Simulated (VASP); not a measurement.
# Fe (Fd-3m) in VASP: a series of runs

Runs on Fe. Level: PBE. Tasks: single point.

All numbers are computed with VASP 6.6.1; they aren't measurements. Logs are shortened: lines on timing, memory, paths and dates and some standing lists are left out, and cuts for length are marked.

## 1. The cell of the first run

It takes space group Fd-3m (No. 227, cubic). Conventional cell: a = 4.774 Å, b = 4.774 Å, c = 4.774 Å, α = 90.00°, β = 90.00°, γ = 90.00°. Within 2.7 Å of Fe (site symmetry -43m) lie 4 Fe at 2.07 Å.

This isn't the form of Fe at room conditions, which is bcc.

## 2. Single point, PBE

File INCAR:

```
PREC     = Accurate       # precision mode
ENCUT    = 520            # plane-wave cutoff, eV
EDIFF    = 1E-6           # SCF threshold, eV
ISMEAR   = -1             # smearing method
SIGMA    = 0.06122561905347299 # smearing width, eV
LREAL    = F              # projectors in reciprocal space
LASPH    = T              # aspherical terms in the spheres
NELM     = 80             # most SCF steps
ALGO     = Normal         # electronic algorithm
ISIF     = 2              # what is computed and relaxed
LWAVE    = F              # write WAVECAR
LCHARG   = F              # write CHGCAR
GGA      = PE             # functional
NBANDS   = 15             # bands
```

File KPOINTS:

```
Automatic mesh
0
Gamma
  38 38 38
```

File POSCAR:

```
Fe
1.0
    0.0000000000      2.3869614285      2.3869614285
    2.3869614285      0.0000000000      2.3869614285
    2.3869614285      2.3869614285      0.0000000000
Fe
2
Direct
    0.0000000000      0.0000000000      0.0000000000
    0.2500000000      0.2500000000      0.2500000000
```

Potentials or basis: VASP PAW PBE potentials, release 64 (Fe).

The run is started by

```bash
$ cat potpaw_PBE.64/Fe/POTCAR > POTCAR
$ mpirun -np 1 vasp_std > vasp.out
```

OUTCAR:

```text
PREC = Accurate
   ENCUT = 520
   EDIFF = 1E-6
   ISMEAR = -1
   LREAL = F
   LASPH = T
   NELM = 80
   ISIF = 2
   GGA = PE

 ion  position               nearest neighbor table
   1  0.000  0.000  0.000-   2 2.07   2 2.07   2 2.07   2 2.07
   2  0.250  0.250  0.250-   1 2.07   1 2.07   1 2.07   1 2.07

  LATTYP: Found a face centered cubic cell.
 ALAT       =     4.7739228570

  Lattice vectors:

 A1 = (   0.0000000000,   2.3869614285,   2.3869614285)
 A2 = (   2.3869614285,   0.0000000000,   2.3869614285)
 A3 = (   2.3869614285,   2.3869614285,   0.0000000000)

Analysis of symmetry for initial positions (statically):
=====================================================================
 Subroutine PRICEL returns:
 Original cell was already a primitive cell.

 Routine SETGRP: Setting up the symmetry group for a
 face centered cubic supercell.

 Subroutine GETGRP returns: Found 48 space group operations
 (whereof 24 operations were pure point group operations)
 out of a pool of 48 trial point group operations.

The static configuration has the point symmetry T_d .
 The point group associated with its full space group is O_h .

Analysis of symmetry for dynamics (positions and initial velocities):
=====================================================================
 Subroutine PRICEL returns:
 Original cell was already a primitive cell.

 Routine SETGRP: Setting up the symmetry group for a
 face centered cubic supercell.

 Subroutine GETGRP returns: Found 48 space group operations
 (whereof 24 operations were pure point group operations)
 out of a pool of 48 trial point group operations.

The dynamic configuration has the point symmetry T_d .
 The point group associated with its full space group is O_h .

 Subroutine INISYM returns: Found 48 space group operations
 (whereof 24 operations are pure point group operations),
 and found     1 'primitive' translations

----------------------------------------------------------------------------------------

                                     Primitive cell

  volume of cell :      27.1998

  direct lattice vectors                    reciprocal lattice vectors
     0.000000000  2.386961428  2.386961428    -0.209471336  0.209471336  0.209471336
     2.386961428  0.000000000  2.386961428     0.209471336 -0.209471336  0.209471336
     2.386961428  2.386961428  0.000000000     0.209471336  0.209471336 -0.209471336

  length of vectors
     3.375673225  3.375673225  3.375673225     0.362814997  0.362814997  0.362814997

  position of ions in fractional coordinates (direct lattice)
     0.000000000  0.000000000  0.000000000
     0.250000000  0.250000000  0.250000000

  ion indices of the primitive-cell ions
   primitive index   ion index
                 1           1
                 2           2

----------------------------------------------------------------------------------------

 KPOINTS: Automatic mesh

Automatic generation of k-mesh.
 Grid dimensions read from file:
 generate k-points for:   38   38   38

 Generating k-lattice:

  Cartesian coordinates                     Fractional coordinates (reciprocal lattice)
    -0.005512404  0.005512404  0.005512404     0.026315789  0.000000000  0.000000000
     0.005512404 -0.005512404  0.005512404     0.000000000  0.026315789  0.000000000
     0.005512404  0.005512404 -0.005512404     0.000000000  0.000000000  0.026315789

  Length of vectors
     0.009547763  0.009547763  0.009547763

  Shift w.r.t. Gamma in fractional coordinates (k-lattice)
     0.000000000  0.000000000  0.000000000

 Subroutine IBZKPT returns following result:
 ===========================================

 Found   1440 irreducible k-points:

 Following reciprocal coordinates:
            Coordinates               Weight
  0.000000  0.000000  0.000000      1.000000
  0.026316  0.000000  0.000000      8.000000
  0.052632  0.000000  0.000000      8.000000
  0.078947  0.000000  0.000000      8.000000
  0.105263  0.000000  0.000000      8.000000
  0.131579  0.000000  0.000000      8.000000
[... 16 lines left out ...]
  0.078947  0.026316  0.000000     24.000000
  0.105263  0.026316  0.000000     24.000000
 [... further k-points ...]
   k-points           NKPTS =   1440   k-points in BZ     NKDIM =   1440   number of bands    NBANDS=     15
   number of dos      NEDOS =    301   number of ions     NIONS =      2
   total plane-waves  NPLWV =  21952
   dimension x,y,z NGX =    28 NGY =   28 NGZ =   28
   dimension x,y,z NGXF=    56 NGYF=   56 NGZF=   56
   ions per type =               2
   NGX,Y,Z   is equivalent  to a cutoff of  13.79, 13.79, 13.79 a.u.
   NGXF,Y,Z  is equivalent  to a cutoff of  27.58, 27.58, 27.58 a.u.
 SYSTEM =  unknown system
   PREC   = accura    normal or accurate (medium, high low for compatibility)
   ISTART =      0    job   : 0-new  1-cont  2-samecut
   ICHARG =      2    charge: 1-file 2-atom 10-const
   ISPIN  =      1    spin polarized calculation?
   LNONCOLLINEAR =      F non collinear calculations
   LSORBIT =      F    spin-orbit coupling
   LASPH  =      T    aspherical Exc in radial PAW
   ENCUT  =  520.0 eV  38.22 Ry    6.18 a.u.   6.28  6.28  6.28*2*pi/ulx,y,z
   NELM   =     80;   NELMIN=  2; NELMDL= -5     # of ELM steps
   EDIFF  = 0.1E-05   stopping-criterion for ELM
   LREAL  =      F    real-space projection
   EDIFFG = 0.1E-04   stopping-criterion for IOM
   NSW    =      0    number of steps for IOM
   IBRION =     -1    ionic relax: 0-MD 1-quasi-New 2-CG
   NFREE  =      0    steps in history (QN), initial steepest desc. (CG)
   ISIF   =      2    stress and relaxation
   ISYM   =      2    0-nonsym 1-usesym 2-fastsym
   POTIM  = 0.5000    time-step for ionic-motion
   TEBEG  =    0.0;   TEEND  =   0.0 temperature during run
   PSTRESS=    0.0 pullay stress
   NELECT =      16.0000    total number of electrons
   NUPDOWN=      -1.0000    fix difference up-down
   EMIN   =  10.00;   EMAX   =-10.00  energy-range for DOS
   EFERMI =   0.00;   METHOD = LEGACY
   ISMEAR =    -1;   SIGMA  =   0.06  broadening in eV -4-tet -1-fermi 0-gaus
   EFERMI_NEDOS =   21; number of points for ismear=-14 and -15
   IALGO  =     38    algorithm
   IMIX   =      4    mixing-type and parameters
     AMIX     =   0.40;   BMIX     =  1.00
     AMIX_MAG =   1.60;   BMIX_MAG =  1.00
  volume/ion in A,a.u.               =      13.60        91.78
  Fermi-wavevector in a.u.,A,eV,Ry     =   1.371701  2.592139 25.600224  1.881563
  Thomas-Fermi vector in A             =   2.497374
   LORBIT       =      0    0 simple, 1 ext, 2 COOP (PROOUT), +10 PAW based schemes
   GGA     = PE    functional components
   LHFCALC =     F    Hartree Fock is set to
   AEXX    =    0.0000 exact exchange contribution
   IVDW    =     0    specifies the selected vdW correction
   LEPSILON=     F    determine dielectric tensor
   LRPA    =     F    only Hartree local field effects (RPA)
 non-spin polarized calculation
  energy-cutoff  :      520.00
  volume of cell :       27.20
 maximum number of plane-waves:       754
 NGX is ok and might be reduce to    28
   NGX = 13   NGY = 13   NGZ = 13

 number of electron      15.9999997 magnetization

 Free energy of the ion-electron system (eV)
  ---------------------------------------------------
  ext. energy  EPLUGINS =         0.00000000
  ---------------------------------------------------
  free energy    TOTEN  =       -13.97024762 eV

  energy without entropy =      -13.94130710  energy(sigma->0) =      -13.95577736

 E-fermi :   4.1381     XC(G=0): -11.8354

 val. band max:        4.1376041667   @ k =   0.4474   0.1316   0.0000
 cond. band min:       4.1382919804   @ k =   0.2895   0.1579   0.0000
 fundamental gap:      0.0006878137
 Fermi energy:         4.1380938740

 k-point     1 :       0.0000    0.0000    0.0000
  band No.  band energies     occupation
      1      -2.8126      2.00000
      2       1.1556      2.00000
      3       1.1556      2.00000
      4       1.5278      2.00000
      5       1.5278      2.00000
      6       1.5278      2.00000
      7       3.7151      1.99800
      8       3.7151      1.99800
      9       3.7151      1.99800
     10       5.4908      0.00000
     11       5.4908      0.00000
     12      19.0465      0.00000
     13      19.0465      0.00000
     14      19.0465      0.00000
     15      19.3150      0.00000

 k-point     2 :       0.0263    0.0000    0.0000
  band No.  band energies     occupation
      1      -2.7975      2.00000
      2       1.1446      2.00000
      3       1.1446      2.00000
      4       1.5286      2.00000
      5       1.5431      2.00000
      6       1.5431      2.00000
      7       3.7065      1.99827
      8       3.7137      1.99805
      9       3.7137      1.99805
     10       5.4908      0.00000
     11       5.4908      0.00000
     12      18.3761      0.00000
     13      18.8099      0.00000
     14      18.8099      0.00000
     15      19.5730      0.00000

 k-point     3 :       0.0526    0.0000    0.0000
  band No.  band energies     occupation
      1      -2.7524      2.00000
      2       1.1168      2.00000
      3       1.1168      2.00000
      4       1.5311      2.00000
      5       1.5835      2.00000
      6       1.5835      2.00000
      7       3.6807      1.99886
      8       3.7096      1.99818
      9       3.7096      1.99818
     10       5.4906      0.00000
     11       5.4906      0.00000
     12      17.5304      0.00000
     13      18.4917      0.00000
     14      18.4917      0.00000
     15      19.7264      0.00000

 k-point     4 :       0.0789    0.0000    0.0000
  band No.  band energies     occupation
      1      -2.6776      2.00000
      2       1.0816      2.00000
      3       1.0816      2.00000
      4       1.5357      2.00000
      5       1.6387      2.00000
      6       1.6387      2.00000
      7       3.6382      1.99943
      8       3.7039      1.99834
      9       3.7039      1.99834
     10       5.4900      0.00000
     11       5.4900      0.00000
     12      16.6720      0.00000
     13      18.1817      0.00000
     14      18.1817      0.00000
     15      19.5587      0.00000
[... 307 lines left out ...]
 k-point    22 :       0.0526    0.0263    0.0000
  band No.  band energies     occupation
      1      -2.7574      2.00000
      2       1.0838      2.00000
      3       1.1594      2.00000
      4       1.5320      2.00000
      5       1.5466      2.00000
      6       1.6072      2.00000
      7       3.6613      1.99917
      8       3.7197      1.99785
      9       3.7230      1.99773
     10       5.4765      0.00000
     11       5.5043      0.00000
     12      17.7852      0.00000
     13      18.1254      0.00000
     14      18.7674      0.00000
     15      19.3156      0.00000

 k-point    23 :       0.0789    0.0263    0.0000
  band No.  band energies     occupation
      1      -2.6925      2.00000
      2       1.0418      2.00000
      3       1.1389      2.00000
      4       1.5359      2.00000
      5       1.5878      2.00000
      6       1.6637      2.00000
      7       3.6207      1.99957
      8       3.7123      1.99809
      9       3.7244      1.99768
     10       5.4692      0.00000
     11       5.5102      0.00000
     12      16.9481      0.00000
     13      17.8023      0.00000
     14      18.5362      0.00000
     15      19.5962      0.00000

 k-point    24 :       0.1053    0.0263    0.0000
  band No.  band energies     occupation
      1      -2.5983      2.00000
      2       1.0006      2.00000
      3       1.1111      2.00000
      4       1.5420      2.00000
      5       1.6422      2.00000
      6       1.7265      2.00000
      7       3.5676      1.99982
      8       3.7006      1.99842
      9       3.7254      1.99764
     10       5.4616      0.00000
     11       5.5150      0.00000
     12      16.0990      0.00000
     13      17.4955      0.00000
     14      18.2753      0.00000
     15      19.5468      0.00000

 [... further k-points ...]
[... 5 lines left out ...]
  --------------------------------------------------------------------------------------
  -------------------------------------------------------------------------------------
  Total        1.5117587      1.5117587      1.5117587      0.0000000     -0.0000000     -0.0000000
  in kB       89.0485521     89.0485521     89.0485521      0.0000000     -0.0000000     -0.0000000
  external PRESSURE =      89.0485521 kB  Pullay stress =       0.0000000 kB

 VOLUME and BASIS-vectors are now :
 -----------------------------------------------------------------------------
  energy-cutoff  :      520.00
  volume of cell :       27.20
      direct lattice vectors                 reciprocal lattice vectors
     0.000000000  2.386961428  2.386961428    -0.209471336  0.209471336  0.209471336
     2.386961428  0.000000000  2.386961428     0.209471336 -0.209471336  0.209471336
     2.386961428  2.386961428  0.000000000     0.209471336  0.209471336 -0.209471336

 POSITION                                       TOTAL-FORCE (eV/Angst)
 -----------------------------------------------------------------------------------
      0.00000      0.00000      0.00000        -0.000000     -0.000000     -0.000000
      1.19348      1.19348      1.19348         0.000000      0.000000      0.000000
 -----------------------------------------------------------------------------------
    total drift:                                0.000000      0.000000      0.000000

  FREE ENERGIE OF THE ION-ELECTRON SYSTEM (eV)
  ---------------------------------------------------
  free  energy   TOTEN  =       -13.9702476177 eV

  energy  without entropy=      -13.9413071025  energy(sigma->0) =      -13.95577736
```

Wall time 3.9 min (1 thread of Intel Xeon 6975P-C (Granite Rapids), shared host); peak memory 0.59 GiB.

What came out:

| Item | Value |
| --- | --- |
| Free energy | -13.9702 eV |
| Pressure | 8.9 GPa |
| Band gap on the k mesh | zero (bands 8 and 9 overlap by 0.83 eV) |

Levels at points of the mesh, in eV from the Fermi level:
| k point | band 5 | band 6 | band 7 | band 8 | band 9 | band 10 | band 11 | band 12 |
| --- | --- | --- | --- | --- | --- | --- | --- | --- |
| (0.00, 0.00, 0.00) | -2.61 | -2.61 | -0.42 | -0.42 | -0.42 | 1.35 | 1.35 | 14.91 |
| (0.50, 0.00, 0.00) | -2.64 | -2.64 | -1.12 | 0.20 | 0.20 | 1.08 | 1.08 | 2.70 |
| (0.50, 0.50, 0.00) | -1.37 | -1.37 | -0.80 | -0.80 | 1.29 | 1.29 | 2.92 | 2.92 |

Caveat: the cell stands under pressure; the run has no spin polarisation, though such a crystal can be magnetic. Spin polarisation is off, so any magnetic state and its effect on volume and gap are missing.

## 3. Single point, PBE

This run uses another cell than the first one, of 13.89 Å³/atom.

File INCAR:

```
SYSTEM = Fe
  PREC = Accurate
  ENCUT = 520
  EDIFF = 1E-6
  ISMEAR = -1
  SIGMA = 0.06122561905347299
  LREAL = .FALSE.
  LASPH = .TRUE.
  NELM = 60
  ALGO = Normal
  ISIF = 2
  LWAVE = .FALSE.
  LCHARG = .TRUE.
  GGA = PE
  LELF = .TRUE.
  LVHAR = .TRUE.
  NBANDS = 15
```

File KPOINTS:

```
Automatic mesh
0
G
  38 38 38
  0 0 0
```

File POSCAR:

```
Fe
1.0
    0.0000000000      2.4037715699      2.4037715699
    2.4037715699      0.0000000000      2.4037715699
    2.4037715699      2.4037715699      0.0000000000
Fe
2
Direct
    0.0000000000      0.0000000000      0.0000000000
    0.2500000000      0.2500000000      0.2500000000
```

Potentials or basis: VASP PAW PBE potentials, release 64 (Fe).

The run is started by

```bash
$ cat potpaw_PBE.64/Fe/POTCAR > POTCAR
$ mpirun -np 1 vasp_std > vasp.out
```

Wall time 3.9 min (1 thread of Intel Xeon 6975P-C (Granite Rapids), shared host); peak memory 0.59 GiB.

Results (log left out):

```
Free energy            : -13.9954 eV
Pressure               : 5.1 GPa
Band gap on the k mesh : zero (bands 8 and 9 overlap by 0.81 eV)
```

Levels at points of the mesh, in eV from the Fermi level:
```
           k point  band 4  band 5  band 6  band 7  band 8  band 9  band 10  band 11  band 12  band 13
(0.00, 0.00, 0.00)   -2.55   -2.55   -2.55   -0.41   -0.41   -0.41     1.31     1.31    14.70    14.70
(0.50, 0.00, 0.00)   -2.75   -2.58   -2.58   -1.10    0.19    0.19     1.04     1.04     2.62    11.12
(0.50, 0.50, 0.00)   -2.49   -1.37   -1.37   -0.77   -0.77    1.26     1.26     2.86     2.86     5.58
```

Caveat: the cell stands under pressure; the run has no spin polarisation, though such a crystal can be magnetic. Spin polarisation is off, so any magnetic state and its effect on volume and gap are missing.
